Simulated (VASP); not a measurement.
# Ba2LuRuN6 (Fm-3m) in VASP: settings compared

The runs below take Ba2LuRuN6 through single point, with PBE, LDA.

All numbers are computed with VASP 6.6.1; they aren't measurements. Logs are shortened: lines on timing, memory, paths and dates and some standing lists are left out, and cuts for length are marked.

## Step 1: The cell of the first run

It takes space group Fm-3m (No. 225, cubic). Conventional cell: a = 8.401 Å, b = 8.401 Å, c = 8.401 Å, α = 90.00°, β = 90.00°, γ = 90.00°. Lu (site symmetry m-3m) has 6 N at 2.21 Å within 2.9 Å. N (site symmetry 4mm) has 1 Ru at 1.99 Å and 1 Lu at 2.21 Å within 2.6 Å. Ru (site symmetry m-3m) has 6 N at 1.99 Å within 2.6 Å. Within 3.9 Å of Ba (site symmetry -43m) lie 12 N at 2.97 Å and 4 Lu at 3.64 Å and 4 Ru at 3.64 Å.

## Step 2: Single point, PBE

INCAR reads:

```
PREC = Accurate
ENCUT = 520
EDIFF = 1E-6
ISMEAR = -1
SIGMA = 0.1
LREAL = False
LASPH = True
NELM = 80
ALGO = Normal
ISIF = 2
LWAVE = False
LCHARG = False
GGA = PE
NBANDS = 56
```

KPOINTS reads:

```
Automatic mesh
0
Gamma
  4 4 4
```

POSCAR reads:

```
Ba2LuRuN6
1.0
    0.0000000000      4.2007400000      4.2007400000
    4.2007400000      0.0000000000      4.2007400000
    4.2007400000      4.2007400000      0.0000000000
Lu N Ru Ba
1 6 1 2
Direct
    0.0000000000      0.0000000000      0.0000000000
    0.7369000000      0.2631000000      0.2631000000
    0.2631000000      0.7369000000      0.2631000000
    0.2631000000      0.7369000000      0.7369000000
    0.7369000000      0.2631000000      0.7369000000
    0.2631000000      0.2631000000      0.7369000000
    0.7369000000      0.7369000000      0.2631000000
    0.5000000000      0.5000000000      0.5000000000
    0.2500000000      0.2500000000      0.2500000000
    0.7500000000      0.7500000000      0.7500000000
```

Potentials or basis: VASP PAW PBE potentials, release 64 (Lu, N, Ru_pv, Ba_sv).

Run with:

```
cat potpaw_PBE.64/Lu/POTCAR potpaw_PBE.64/N/POTCAR potpaw_PBE.64/Ru_pv/POTCAR potpaw_PBE.64/Ba_sv/POTCAR > POTCAR
mpirun -np 1 vasp_std > vasp.out
```

OUTCAR:

```text
PREC = Accurate
   ENCUT = 520
   EDIFF = 1E-6
   ISMEAR = -1
   LREAL = False
   LASPH = True
   NELM = 80
   ISIF = 2
   GGA = PE

 ion  position               nearest neighbor table
   1  0.000  0.000  0.000-   2 2.21   3 2.21   4 2.21   5 2.21   6 2.21   7 2.21  10 3.64  10 3.64
                            10 3.64   9 3.64  10 3.64   9 3.64   9 3.64   9 3.64
   2  0.737  0.263  0.263-   8 1.99   1 2.21   9 2.97   9 2.97  10 2.97  10 2.97
   3  0.263  0.737  0.263-   8 1.99   1 2.21   9 2.97   9 2.97  10 2.97  10 2.97
   4  0.263  0.737  0.737-   8 1.99   1 2.21   9 2.97   9 2.97  10 2.97  10 2.97
   5  0.737  0.263  0.737-   8 1.99   1 2.21   9 2.97   9 2.97  10 2.97  10 2.97
   6  0.263  0.263  0.737-   8 1.99   1 2.21   9 2.97   9 2.97  10 2.97  10 2.97
   7  0.737  0.737  0.263-   8 1.99   1 2.21   9 2.97   9 2.97  10 2.97  10 2.97
   8  0.500  0.500  0.500-   2 1.99   3 1.99   4 1.99   5 1.99   6 1.99   7 1.99   9 3.64   9 3.64
                             9 3.64   9 3.64  10 3.64  10 3.64  10 3.64  10 3.64
   9  0.250  0.250  0.250-   2 2.97   3 2.97   6 2.97   4 2.97   5 2.97   6 2.97   3 2.97   4 2.97
                             7 2.97   2 2.97   5 2.97   7 2.97   1 3.64   8 3.64   1 3.64   8 3.64
  10  0.750  0.750  0.750-   3 2.97   4 2.97   6 2.97   2 2.97   5 2.97   6 2.97   2 2.97   3 2.97
                             7 2.97   4 2.97   5 2.97   7 2.97   1 3.64   8 3.64   8 3.64   8 3.64

  LATTYP: Found a face centered cubic cell.
 ALAT       =     8.4014800000

  Lattice vectors:

 A1 = (   0.0000000000,   4.2007400000,   4.2007400000)
 A2 = (   4.2007400000,   0.0000000000,   4.2007400000)
 A3 = (   4.2007400000,   4.2007400000,   0.0000000000)

Analysis of symmetry for initial positions (statically):
=====================================================================
 Subroutine PRICEL returns:
 Original cell was already a primitive cell.

 Routine SETGRP: Setting up the symmetry group for a
 face centered cubic supercell.

 Subroutine GETGRP returns: Found 48 space group operations
 (whereof 48 operations were pure point group operations)
 out of a pool of 48 trial point group operations.

The static configuration has the point symmetry O_h .

Analysis of symmetry for dynamics (positions and initial velocities):
=====================================================================
 Subroutine PRICEL returns:
 Original cell was already a primitive cell.

 Routine SETGRP: Setting up the symmetry group for a
 face centered cubic supercell.

 Subroutine GETGRP returns: Found 48 space group operations
 (whereof 48 operations were pure point group operations)
 out of a pool of 48 trial point group operations.

The dynamic configuration has the point symmetry O_h .

 Subroutine INISYM returns: Found 48 space group operations
 (whereof 48 operations are pure point group operations),
 and found     1 'primitive' translations

----------------------------------------------------------------------------------------

                                     Primitive cell

  volume of cell :     148.2543

  direct lattice vectors                    reciprocal lattice vectors
     0.000000000  4.200740000  4.200740000    -0.119026648  0.119026648  0.119026648
     4.200740000  0.000000000  4.200740000     0.119026648 -0.119026648  0.119026648
     4.200740000  4.200740000  0.000000000     0.119026648  0.119026648 -0.119026648

  length of vectors
     5.940743480  5.940743480  5.940743480     0.206160201  0.206160201  0.206160201

  position of ions in fractional coordinates (direct lattice)
     0.000000000  0.000000000  0.000000000
     0.736900000  0.263100000  0.263100000
     0.263100000  0.736900000  0.263100000
     0.263100000  0.736900000  0.736900000
     0.736900000  0.263100000  0.736900000
     0.263100000  0.263100000  0.736900000
     0.736900000  0.736900000  0.263100000
     0.500000000  0.500000000  0.500000000
     0.250000000  0.250000000  0.250000000
     0.750000000  0.750000000  0.750000000

  ion indices of the primitive-cell ions
   primitive index   ion index
                 1           1
                 2           2
                 3           3
                 4           4
                 5           5
                 6           6
                 7           7
                 8           8
                 9           9
                10          10

----------------------------------------------------------------------------------------

 KPOINTS: Automatic mesh

Automatic generation of k-mesh.
 Grid dimensions read from file:
 generate k-points for:    4    4    4

 Generating k-lattice:

  Cartesian coordinates                     Fractional coordinates (reciprocal lattice)
    -0.029756662  0.029756662  0.029756662     0.250000000  0.000000000  0.000000000
     0.029756662 -0.029756662  0.029756662     0.000000000  0.250000000  0.000000000
     0.029756662  0.029756662 -0.029756662     0.000000000  0.000000000  0.250000000

  Length of vectors
     0.051540050  0.051540050  0.051540050

  Shift w.r.t. Gamma in fractional coordinates (k-lattice)
     0.000000000  0.000000000  0.000000000

 Subroutine IBZKPT returns following result:
 ===========================================

 Found      8 irreducible k-points:

 Following reciprocal coordinates:
            Coordinates               Weight
  0.000000  0.000000  0.000000      1.000000
  0.250000  0.000000  0.000000      8.000000
  0.500000  0.000000  0.000000      4.000000
  0.250000  0.250000  0.000000      6.000000
  0.500000  0.250000  0.000000     24.000000
 -0.250000  0.250000  0.000000     12.000000
  0.500000  0.500000  0.000000      3.000000
 -0.250000  0.500000  0.250000      6.000000
   k-points           NKPTS =      8   k-points in BZ     NKDIM =      8   number of bands    NBANDS=     56
   number of dos      NEDOS =    301   number of ions     NIONS =     10
   total plane-waves  NPLWV = 110592
   dimension x,y,z NGX =    48 NGY =   48 NGZ =   48
   dimension x,y,z NGXF=    96 NGYF=   96 NGZF=   96
   ions per type =               1   6   1   2
   NGX,Y,Z   is equivalent  to a cutoff of  13.43, 13.43, 13.43 a.u.
   NGXF,Y,Z  is equivalent  to a cutoff of  26.86, 26.86, 26.86 a.u.
 SYSTEM =  unknown system
   PREC   = accura    normal or accurate (medium, high low for compatibility)
   ISTART =      0    job   : 0-new  1-cont  2-samecut
   ICHARG =      2    charge: 1-file 2-atom 10-const
   ISPIN  =      1    spin polarized calculation?
   LNONCOLLINEAR =      F non collinear calculations
   LSORBIT =      F    spin-orbit coupling
   LASPH  =      T    aspherical Exc in radial PAW
   ENCUT  =  520.0 eV  38.22 Ry    6.18 a.u.  11.05 11.05 11.05*2*pi/ulx,y,z
   NELM   =     80;   NELMIN=  2; NELMDL= -5     # of ELM steps
   EDIFF  = 0.1E-05   stopping-criterion for ELM
   LREAL  =      F    real-space projection
   EDIFFG = 0.1E-04   stopping-criterion for IOM
   NSW    =      0    number of steps for IOM
   IBRION =     -1    ionic relax: 0-MD 1-quasi-New 2-CG
   NFREE  =      0    steps in history (QN), initial steepest desc. (CG)
   ISIF   =      2    stress and relaxation
   ISYM   =      2    0-nonsym 1-usesym 2-fastsym
   POTIM  = 0.5000    time-step for ionic-motion
   TEBEG  =    0.0;   TEEND  =   0.0 temperature during run
   PSTRESS=    0.0 pullay stress
   NELECT =      89.0000    total number of electrons
   NUPDOWN=      -1.0000    fix difference up-down
   EMIN   =  10.00;   EMAX   =-10.00  energy-range for DOS
   EFERMI =   0.00;   METHOD = LEGACY
   ISMEAR =    -1;   SIGMA  =   0.10  broadening in eV -4-tet -1-fermi 0-gaus
   EFERMI_NEDOS =   21; number of points for ismear=-14 and -15
   IALGO  =     38    algorithm
   IMIX   =      4    mixing-type and parameters
     AMIX     =   0.40;   BMIX     =  1.00
     AMIX_MAG =   1.60;   BMIX_MAG =  1.00
  volume/ion in A,a.u.               =      14.83       100.05
  Fermi-wavevector in a.u.,A,eV,Ry     =   1.381028  2.609764 25.949539  1.907237
  Thomas-Fermi vector in A             =   2.505850
   LORBIT       =      0    0 simple, 1 ext, 2 COOP (PROOUT), +10 PAW based schemes
   GGA     = PE    functional components
   LHFCALC =     F    Hartree Fock is set to
   AEXX    =    0.0000 exact exchange contribution
   IVDW    =     0    specifies the selected vdW correction
   LEPSILON=     F    determine dielectric tensor
   LRPA    =     F    only Hartree local field effects (RPA)
 non-spin polarized calculation
  energy-cutoff  :      520.00
  volume of cell :      148.25
 maximum number of plane-waves:      4015
 NGX is ok and might be reduce to    48
   NGX = 23   NGY = 23   NGZ = 23

 number of electron      88.9999997 magnetization

 Free energy of the ion-electron system (eV)
  ---------------------------------------------------
  ext. energy  EPLUGINS =         0.00000000
  ---------------------------------------------------
  free energy    TOTEN  =       -66.73677119 eV

  energy without entropy =      -66.43707518  energy(sigma->0) =      -66.58692319

 E-fermi :   3.5868     XC(G=0): -11.0679

 val. band max:        3.5763296801   @ k =  -0.2500   0.2500   0.0000
 cond. band min:       3.6396429068   @ k =   0.0000   0.0000   0.0000
 fundamental gap:      0.0633132267
 Fermi energy:         3.5868339548

 k-point     1 :       0.0000    0.0000    0.0000
  band No.  band energies     occupation
      1     -50.1650      2.00000
      2     -40.8409      2.00000
      3     -40.8409      2.00000
      4     -40.8409      2.00000
      5     -22.3085      2.00000
      6     -22.1827      2.00000
[... 48 lines left out ...]
     55       9.0618      0.00000
     56       9.0618      0.00000

 k-point     2 :       0.2500    0.0000    0.0000
  band No.  band energies     occupation
      1     -50.1650      2.00000
      2     -40.8409      2.00000
      3     -40.8409      2.00000
      4     -40.8409      2.00000
      5     -22.2936      2.00000
      6     -22.2003      2.00000
[... 48 lines left out ...]
     55       9.3294      0.00000
     56       9.3294      0.00000

 k-point     3 :       0.5000    0.0000    0.0000
  band No.  band energies     occupation
      1     -50.1650      2.00000
      2     -40.8409      2.00000
      3     -40.8409      2.00000
      4     -40.8409      2.00000
      5     -22.2559      2.00000
      6     -22.2412      2.00000
[... 48 lines left out ...]
     55       9.7277      0.00000
     56       9.8865      0.00000

 k-point     4 :       0.2500    0.2500    0.0000
  band No.  band energies     occupation
      1     -50.1650      2.00000
      2     -40.8409      2.00000
      3     -40.8409      2.00000
      4     -40.8409      2.00000
      5     -22.2932      2.00000
      6     -22.2013      2.00000
[... 48 lines left out ...]
     55       9.5969      0.00000
     56       9.5969      0.00000

 k-point     5 :       0.5000    0.2500    0.0000
  band No.  band energies     occupation
      1     -50.1650      2.00000
      2     -40.8409      2.00000
      3     -40.8409      2.00000
      4     -40.8409      2.00000
      5     -22.2673      2.00000
      6     -22.2302      2.00000
[... 48 lines left out ...]
     55      10.1349      0.00000
     56      10.2024      0.00000

 k-point     6 :      -0.2500    0.2500    0.0000
  band No.  band energies     occupation
      1     -50.1650      2.00000
      2     -40.8409      2.00000
      3     -40.8409      2.00000
      4     -40.8409      2.00000
      5     -22.2714      2.00000
      6     -22.2255      2.00000
[... 48 lines left out ...]
     55       9.7319      0.00000
     56       9.8887      0.00000

 k-point     7 :       0.5000    0.5000    0.0000
  band No.  band energies     occupation
      1     -50.1650      2.00000
      2     -40.8409      2.00000
      3     -40.8409      2.00000
      4     -40.8409      2.00000
      5     -22.2778      2.00000
      6     -22.2197      2.00000
[... 48 lines left out ...]
     55      10.1113      0.00000
     56      10.4933      0.00000

 k-point     8 :      -0.2500    0.5000    0.2500
  band No.  band energies     occupation
      1     -50.1650      2.00000
      2     -40.8409      2.00000
      3     -40.8409      2.00000
      4     -40.8409      2.00000
      5     -22.2492      2.00000
      6     -22.2492      2.00000
[... 48 lines left out ...]
     55      10.5527      0.00000
     56      10.5527      0.00000

------------------------ aborting loop because EDIFF is reached ----------------------------------------

  FORCE on cell =-STRESS in cart. coord.  units (eV):
  Direction    XX          YY          ZZ          XY          YZ          ZX
  --------------------------------------------------------------------------------------
  -------------------------------------------------------------------------------------
  Total        1.8981421      1.8981421      1.8981421      0.0000000     -0.0000000     -0.0000000
  in kB       20.5131283     20.5131283     20.5131283      0.0000000     -0.0000000     -0.0000000
  external PRESSURE =      20.5131283 kB  Pullay stress =       0.0000000 kB

 VOLUME and BASIS-vectors are now :
 -----------------------------------------------------------------------------
  energy-cutoff  :      520.00
  volume of cell :      148.25
      direct lattice vectors                 reciprocal lattice vectors
     0.000000000  4.200740000  4.200740000    -0.119026648  0.119026648  0.119026648
     4.200740000  0.000000000  4.200740000     0.119026648 -0.119026648  0.119026648
     4.200740000  4.200740000  0.000000000     0.119026648  0.119026648 -0.119026648

 POSITION                                       TOTAL-FORCE (eV/Angst)
 -----------------------------------------------------------------------------------
      0.00000      0.00000      0.00000        -0.000000      0.000000      0.000000
      2.21043      4.20074      4.20074         0.865651      0.000000      0.000000
      4.20074      2.21043      4.20074        -0.000000      0.865651      0.000000
      6.19105      4.20074      4.20074        -0.865651      0.000000      0.000000
      4.20074      6.19105      4.20074        -0.000000     -0.865651      0.000000
      4.20074      4.20074      2.21043        -0.000000      0.000000      0.865651
      4.20074      4.20074      6.19105        -0.000000      0.000000     -0.865651
      4.20074      4.20074      4.20074        -0.000000      0.000000      0.000000
      2.10037      2.10037      2.10037         0.000000      0.000000      0.000000
      6.30111      6.30111      6.30111        -0.000000     -0.000000      0.000000
 -----------------------------------------------------------------------------------
    total drift:                               -0.000000      0.000000     -0.000000

  FREE ENERGIE OF THE ION-ELECTRON SYSTEM (eV)
  ---------------------------------------------------
  free  energy   TOTEN  =       -66.7367711936 eV

  energy  without entropy=      -66.4370751790  energy(sigma->0) =      -66.58692319
```

It took 2.5 min on 1 thread of Intel Xeon Platinum 8375C at 2.90GHz (Ice Lake), shared host; peak memory 0.37 GiB.

Results:

| Quantity | Value |
| --- | --- |
| Free energy | -66.7368 eV |
| Pressure | 2.1 GPa |
| Largest force | 0.866 eV/Å |

Forces in eV/Å, atoms in the order of the input:
```
Lu   0.000  0.000  0.000
N    0.866  0.000  0.000
N    0.000  0.866  0.000
N   -0.866  0.000  0.000
N    0.000 -0.866  0.000
N    0.000  0.000  0.866
N    0.000  0.000 -0.866
Ru   0.000  0.000  0.000
Ba   0.000  0.000  0.000
Ba   0.000  0.000  0.000
```

Caveat: spin-orbit coupling is left out, which moves the levels of the heavy elements.

## Step 3: Single point, LDA

INCAR reads:

```
PREC = Accurate
ENCUT = 520
EDIFF = 1E-6
ISMEAR = -1
SIGMA = 0.1
LREAL = False
LASPH = True
NELM = 100
ALGO = Normal
ISIF = 2
LWAVE = False
LCHARG = True
GGA = CA
LELF = True
LVHAR = True
NBANDS = 56
```

KPOINTS reads:

```
regular mesh
0
Gamma
  4 4 4
```

POSCAR is that of step 2.

Potentials or basis: VASP PAW PBE potentials, release 64 (Lu, N, Ru_pv, Ba_sv).

Run with:

```
cat potpaw_PBE.64/Lu/POTCAR potpaw_PBE.64/N/POTCAR potpaw_PBE.64/Ru_pv/POTCAR potpaw_PBE.64/Ba_sv/POTCAR > POTCAR
mpirun -np 1 vasp_std > vasp.out
```

OUTCAR:

```text
PREC = Accurate
   ENCUT = 520
   EDIFF = 1E-6
   ISMEAR = -1
   LREAL = False
   LASPH = True
   NELM = 100
   ISIF = 2
   GGA = CA

 ion  position               nearest neighbor table
   1  0.000  0.000  0.000-   2 2.21   3 2.21   4 2.21   5 2.21   6 2.21   7 2.21  10 3.64  10 3.64
                            10 3.64   9 3.64  10 3.64   9 3.64   9 3.64   9 3.64
   2  0.737  0.263  0.263-   8 1.99   1 2.21   9 2.97   9 2.97  10 2.97  10 2.97
   3  0.263  0.737  0.263-   8 1.99   1 2.21   9 2.97   9 2.97  10 2.97  10 2.97
   4  0.263  0.737  0.737-   8 1.99   1 2.21   9 2.97   9 2.97  10 2.97  10 2.97
   5  0.737  0.263  0.737-   8 1.99   1 2.21   9 2.97   9 2.97  10 2.97  10 2.97
   6  0.263  0.263  0.737-   8 1.99   1 2.21   9 2.97   9 2.97  10 2.97  10 2.97
[... 680 lines left out ...]
 -----------------------------------------------------------------------------
  energy-cutoff  :      520.00
  volume of cell :      148.25
      direct lattice vectors                 reciprocal lattice vectors
     0.000000000  4.200740000  4.200740000    -0.119026648  0.119026648  0.119026648
     4.200740000  0.000000000  4.200740000     0.119026648 -0.119026648  0.119026648
     4.200740000  4.200740000  0.000000000     0.119026648  0.119026648 -0.119026648

 POSITION                                       TOTAL-FORCE (eV/Angst)
 -----------------------------------------------------------------------------------
      0.00000      0.00000      0.00000         0.000000     -0.000000      0.000000
      2.21043      4.20074      4.20074         0.960576     -0.000000      0.000000
      4.20074      2.21043      4.20074         0.000000      0.960576      0.000000
      6.19105      4.20074      4.20074        -0.960576     -0.000000      0.000000
      4.20074      6.19105      4.20074         0.000000     -0.960576      0.000000
      4.20074      4.20074      2.21043         0.000000     -0.000000      0.960576
      4.20074      4.20074      6.19105         0.000000     -0.000000     -0.960576
      4.20074      4.20074      4.20074         0.000000     -0.000000      0.000000
      2.10037      2.10037      2.10037         0.000000     -0.000000     -0.000000
      6.30111      6.30111      6.30111         0.000000     -0.000000      0.000000
 -----------------------------------------------------------------------------------
    total drift:                               -0.000000      0.000000      0.000000

  FREE ENERGIE OF THE ION-ELECTRON SYSTEM (eV)
  ---------------------------------------------------
  free  energy   TOTEN  =       -75.6448059581 eV

  energy  without entropy=      -75.3469071054  energy(sigma->0) =      -75.49585653
```

Wall time 2.4 min (1 thread of Intel Xeon Platinum 8375C at 2.90GHz (Ice Lake), shared host); peak memory 0.3 GiB.

Results:

| Property | Result |
| --- | --- |
| Free energy | -75.6448 eV |
| Pressure | -7.2 GPa |
| Largest force | 0.961 eV/Å |

Forces in eV/Å, atoms in the order of the input:
```
Lu   0.000  0.000  0.000
N    0.961  0.000  0.000
N    0.000  0.961  0.000
N   -0.961  0.000  0.000
N    0.000 -0.961  0.000
N    0.000  0.000  0.961
N    0.000  0.000 -0.961
Ru   0.000  0.000  0.000
Ba   0.000  0.000  0.000
Ba   0.000  0.000  0.000
```

Caveat: the PAW data sets were made with another functional, which shifts forces and pressure a little; spin-orbit coupling is left out, which moves the levels of the heavy elements.
